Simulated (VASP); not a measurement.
Runs of VASP 6.6.1 on TlBr. Symmetry: Pm-3m, No. 221, cubic system. The conventional cell has a = 3.995 Å, b = 3.995 Å, c = 3.995 Å, α = 90.00°, β = 90.00°, γ = 90.00°. Within 4.5 Å of Tl (site symmetry m-3m) lie 8 Br at 3.46 Å and 6 Tl at 3.99 Å. Within 4.5 Å of Br (site symmetry m-3m) lie 8 Tl at 3.46 Å and 6 Br at 3.99 Å. 

```csv
level,potentials or basis,cutoff (eV),grid for exact exchange (PRECFOCK),share of exact exchange,screening parameter,gap on the mesh (eV),pressure (GPa)
PBE,"VASP PAW PBE potentials, release 64 (Tl_d, Br)",500,-,-,-,(a),1.0
PBE-based screened hybrid,"VASP PAW PBE potentials, release 64 (Tl_d, Br)",400,Normal,0.2,0.1 1/Å,2.68,0.6
LDA,"VASP PAW LDA potentials, release 64 (Tl_d, Br)",500,-,-,-,1.67,-2.8
PBE-based screened hybrid,"VASP PAW PBE potentials, release 64 (Tl_d, Br)",400,Normal,0.4,0.5 1/Å,2.38,0.6
HSE06,"VASP PAW PBE potentials, release 64 (Tl_d, Br)",400,Normal,-,0.2079 1/Å,2.59,0.6
PBE-based screened hybrid,"VASP PAW PBE potentials, release 64 (Tl_d, Br)",400,Normal,0.2,0.3 1/Å,(c),(b)
```

Alike in all rows: task single point; no spin polarisation; cell as given; k mesh 4 × 4 × 4; smearing gaussian 0.01 eV.

Estimate the missing entries.

(a) 1.88; (b) 0.7; (c) 2.31.

Caveats: spin-orbit coupling is left out, which moves the levels of the heavy elements; the PAW data sets were made with another functional, which shifts forces and pressure a little (some runs).

A k mesh can miss the band edges, and the runs leave out spin-orbit coupling on Br, Tl.
